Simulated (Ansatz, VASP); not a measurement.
## MgO in VASP and in Ansatz

Contents of INCAR:

```
PREC = Accurate ; ENCUT = 520
EDIFF = 1E-6 ; ISMEAR = 0
SIGMA = 0.05 ; LREAL = False
LASPH = True ; NELM = 60
ALGO = Normal ; ISIF = 2
LWAVE = False ; LCHARG = False
NBANDS = 11
```

The input KPOINTS:

```
Automatic mesh
0
Gamma
  12 12 12
```

Contents of POSCAR:

```
MgO
1.0
    0.0000000000      2.1085000000      2.1085000000
    2.1085000000      0.0000000000      2.1085000000
    2.1085000000      2.1085000000      0.0000000000
Mg O
1 1
Direct
    0.0000000000      0.0000000000      0.0000000000
    0.5000000000      0.5000000000      0.5000000000
```

Input for Ansatz:

```yaml
crystal:
  lattice:
    - [0.0, 2.1085, 2.1085]
    - [2.1085, 0.0, 2.1085]
    - [2.1085, 2.1085, 0.0]
  atoms:
    - { symbol: Mg, position: [0.0, 0.0, 0.0] }
    - { symbol: O, position: [0.5, 0.5, 0.5] }
basis:
  ecutwfc: 420
  fft_grid_basis: typed
kpoints:
  mp_grid: { grid: [12, 12, 12] }
hamiltonian:
  xc: lda
scf:
  occupations: { method: gaussian, width: 0.05 }
output:
  forces: true
  stress: true
  eigenvalues: true
  bader: true
  write_density: true
  volumetric_format: npy
```

Alike in both runs: task single point; functional LDA; k mesh 12 × 12 × 12; occupations gaussian, width 0.05 eV; no spin polarisation.

|  | VASP | Ansatz |
| --- | --- | --- |
| version | VASP 6.6.1 | Ansatz 0.2.0 |
| potentials or method | VASP PAW LDA potentials, release 64 (Mg, O), cutoff 520 eV | scalar-relativistic, plane waves, PAW |
| valence electrons in the cell | 8 | 16 |

|  | VASP | Ansatz | Ansatz less VASP |
| --- | --- | --- | --- |
| gap on the k mesh at the Fermi level (eV) | 4.62 | 4.62 | 0.000 |
| pressure (GPa) | -8.2 | -6.6 | +1.66 |

LDA's correlation is that of Perdew and Zunger in VASP and of Perdew and Wang (1992) in Ansatz. VASP's potentials hold 8 valence electrons a cell and Ansatz's 16, so a difference there can come from the potentials and not from the codes.
